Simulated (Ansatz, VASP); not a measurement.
## One calculation of Ga3Se, two programs

```xyz
4
Lattice="4.2249 0.0000 0.0000 0.0000 3.8024 0.0000 0.0000 0.0000 4.2249" Properties=species:S:1:pos:R:3 pbc="T T T"
Ga    0.0000    1.9012    2.1125
Ga    2.1125    0.0000    2.1125
Ga    2.1125    1.9012    0.0000
Se    0.0000    0.0000    0.0000
```

Change from the starting cell: strain -0.1000 x Voigt [0, 1, 0, 0, 0, 0], atoms carried along.

Alike in both runs: task single point; functional PBEsol; dispersion D3(BJ); k mesh 12 × 12 × 12; occupations gaussian, width 0.15 eV; no spin polarisation.

|  | VASP | Ansatz |
| --- | --- | --- |
| version | VASP 6.6.1 | Ansatz 0.2.0 |
| potentials or method | VASP PAW PBE potentials, release 64 (Ga_d, Se), cutoff 520 eV | scalar-relativistic, plane waves, PAW |
| valence electrons in the cell | 45 | 55 |

|  | VASP | Ansatz | Ansatz less VASP |
| --- | --- | --- | --- |
| gap on the k mesh at the Fermi level (eV) | none | none | - |
| pressure (GPa) | 7.3 | 7.2 | -0.06 |
| traceless stress, the component that is largest in VASP (GPa) | -1.07 | -1.07 | +0.001 |

VASP's potentials were made for PBE, not for PBEsol. A gap of «none» marks a metal or a gap that the smearing closes. VASP's potentials hold 45 valence electrons a cell and Ansatz's 55, so a difference there can come from the potentials and not from the codes.
